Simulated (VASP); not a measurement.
Here is a VASP 6.6.1 calculation.

INCAR

```
PREC = Accurate ; ENCUT = 520
EDIFF = 1E-6 ; ISMEAR = -1
SIGMA = 0.05 ; LREAL = F
LASPH = T ; NELM = 80
ALGO = Normal ; ISIF = 2
LWAVE = F ; LCHARG = F
GGA = RE ; IVDW = 13
NBANDS = 20
```

KPOINTS

```
Automatic mesh
0
Gamma
  10 10 6
```

The input POSCAR:

```
Ta2N
1.0
    3.0827531591      0.0000000000      0.0000000000
   -1.5413765796      2.6697425494      0.0000000000
    0.0000000000      0.0000000000      4.8806964137
Ta N
2 1
Direct
    0.3333333333      0.6666666667      0.2564334608
    0.6666666667      0.3333333333      0.7435665392
    0.0000000000      0.0000000000      0.0000000000
```

Potentials or basis: VASP PAW PBE potentials, release 64 (Ta_pv, N).

The run is started by

```bash
$ cat potpaw_PBE.64/Ta_pv/POTCAR potpaw_PBE.64/N/POTCAR > POTCAR
$ mpirun -np 1 vasp_std > vasp.out
```

Task: What does it give for the band gap on the k mesh?

Result: Zero (an odd number of electrons rules out a gap without spin polarisation).

Task: Estimate the dispersion energy per atom.

Result: -0.479 eV.

Task: What does it give for the largest force?

Result: 0.051 eV/Å.

Task: What does it give for the pressure?

Result: 0.4 GPa.

Stress tensor (GPa, compression positive):
```
0.47 0.00 0.00
0.00 0.47 0.00
0.00 0.00 0.39
```

Caveat: the PAW data sets were made with another functional, which shifts forces and pressure a little; spin-orbit coupling is left out, which moves the levels of the heavy elements.
